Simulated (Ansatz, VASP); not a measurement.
Two plane-wave programs on Be

```xyz
2
Lattice="0.0000 2.3823 2.3823 2.3823 0.0000 2.3823 2.3823 2.3823 0.0000" Properties=species:S:1:pos:R:3 pbc="T T T"
Be    0.5956    0.5956    0.5956
Be    4.1691    4.1691    4.1691
```

Alike in both runs: task single point; functional PBE; k mesh 13 × 13 × 13; occupations fermi-dirac, width 0.1 eV; no spin polarisation.

|  | VASP | Ansatz |
| --- | --- | --- |
| version | VASP 6.6.1 | Ansatz 0.2.0 |
| potentials or method | VASP PAW PBE potentials, release 64 (Be), cutoff 520 eV | plane waves (420 eV) with PAW, scalar-relativistic |
| valence electrons in the cell | 4 | 4 |

|  | VASP | Ansatz | Ansatz less VASP |
| --- | --- | --- | --- |
| pressure (GPa) | 4.2 | 4.2 | -0.04 |
